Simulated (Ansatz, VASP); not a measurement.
## Two plane-wave programs on Ta2N

Contents of INCAR:

```
SYSTEM = Ta2N
PREC = Accurate
ENCUT = 520
EDIFF = 1E-6
ISMEAR = 0
SIGMA = 0.15
LREAL = .False.
LASPH = .True.
NELM = 60
ALGO = Normal
ISIF = 2
LWAVE = .False.
LCHARG = .False.
GGA = PS
NBANDS = 20
```

KPOINTS

```
regular mesh
0
Gamma
  15 15 8
  0 0 0
```

POSCAR

```
Ta2N
1.0
    3.0782595490      0.0000000000      0.0000000000
   -1.5391297745      2.6658509688      0.0000000000
    0.0000000000      0.0000000000      4.7395141106
Ta N
2 1
Direct
    0.6666666667      0.3333333333      0.7463700642
    0.3333333333      0.6666666667      0.2536299358
    0.0000000000      0.0000000000      0.0000000000
```

Input for Ansatz:

```yaml
crystal:
  lattice:
    - [3.078259549, 0.0, 0.0]
    - [-1.5391297745, 2.6658509688, 0.0]
    - [0.0, 0.0, 4.7395141106]
  atoms:
    - { symbol: Ta, position: [0.6666666667, 0.3333333333, 0.7463700642] }
    - { symbol: Ta, position: [0.3333333333, 0.6666666667, 0.2536299358] }
    - { symbol: "N", position: [0.0, 0.0, 0.0] }
basis:
  ecutwfc: 520.0
kpoints:
  mp_grid: { grid: [15, 15, 8] }
hamiltonian:
  xc: pbesol
  pseudopotentials: { kind: paw, azcp: { folder: soft_1 } }
scf:
  occupations: { method: gaussian, width: 0.15 }
output:
  forces: true
  stress: true
  eigenvalues: true
  write_density: true
  write_potential: true
  elf: true
  volumetric_format: npy
```

Change from the starting cell: engineering shear strain xy +0.0000, normal strain along z -0.0175.

Alike in both runs: task single point; functional PBEsol; k mesh 15 × 15 × 8; occupations gaussian, width 0.15 eV; no spin polarisation.

|  | VASP | Ansatz |
| --- | --- | --- |
| version | VASP 6.6.1 | Ansatz 0.2.0 |
| potentials or method | VASP PAW PBE potentials, release 64 (Ta_pv, N), cutoff 520 eV | scalar-relativistic, plane waves, PAW |
| valence electrons in the cell | 27 | 31 |

```csv
,VASP,Ansatz,Ansatz less VASP
gap on the k mesh at the Fermi level (eV),none,none,-
pressure (GPa),6.3,5.6,-0.67
"traceless stress, the component that is largest in VASP (GPa)",2.62,2.73,+0.107
rms of the force components (eV/Å),0.016,0.011,-0.0060
```

VASP's potentials were made for PBE, not for PBEsol, and Ansatz warns of the same on its side. Atom by atom the forces differ by 0.027 eV/Å (rms over components). A gap of «none» marks a metal or a gap that the smearing closes. VASP's potentials hold 27 valence electrons a cell and Ansatz's 31, so a difference there can come from the potentials and not from the codes.

Spin-orbit coupling is off throughout.
